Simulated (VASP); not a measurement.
Ti3I:

```
Ti I
1.0
     4.36483    0.00000    0.00000
     0.00000    4.36483    0.00000
     0.00000    0.00000    4.31997
Ti I
3 1
Direct
  0.00000 0.50000 0.50000
  0.50000 0.00000 0.50000
  0.50000 0.50000 0.00000
  0.00000 0.00000 0.00000
```

```yaml
Program: VASP 6.6.1
Task: relaxation of cell and atoms
Functional: PBE
Potentials_or_basis: VASP PAW PBE potentials, release 64 (Ti_sv, I)
Cutoff: 600 eV
k_mesh: 4 × 4 × 4
Occupations: gaussian, width 0.1 eV
Spin: no spin polarisation
```

At the start: pressure -10.3 GPa; volume 20.58 Å³/atom.

Question: Where does the relaxation end?

Answer: Over 15 steps the energy falls by 121.7 meV/atom and the volume is 17.88 Å³/atom (-13.1 %); space group P4/mmm (No. 123, to 0.05 Å).

The path:
```tsv
step	energy change (eV)	largest force (eV/Å)	pressure (GPa)	volume (Å³)
1	0.0000	0.0000	-10.30	82.30
2	-0.3238	0.0000	6.30	67.53
3	-0.3913	0.0000	-0.27	71.44
4	-0.3915	0.0000	-0.02	71.23
5	-0.3913	0.0000	0.27	71.02
6	-0.3961	0.0000	0.34	70.99
7	-0.4191	0.0000	0.54	70.87
8	-0.4647	0.0000	1.19	70.55
9	-0.4403	0.0000	3.76	69.54
10	-0.4777	0.0000	1.99	70.21
11	-0.4805	0.0000	1.71	70.43
12	-0.4851	0.0000	0.87	71.06
13	-0.4855	0.0000	0.58	71.28
14	-0.4859	0.0000	0.48	71.34
15	-0.4868	0.0000	0.19	71.50
```

Final structure:
```
Ti I
1.0
     4.36670    0.00000    0.00000
     0.00000    4.36670    0.00000
     0.00000    0.00000    3.74995
Ti I
3 1
Direct
  0.00000 0.50000 0.50000
  0.50000 0.00000 0.50000
  0.50000 0.50000 0.00000
  0.00000 0.00000 0.00000
```

Caveat: the k points lie up to 0.42 Å⁻¹ apart in the final cell; an odd number of electrons without spin polarisation forces a metal; a magnetic or distorted state may lie lower.
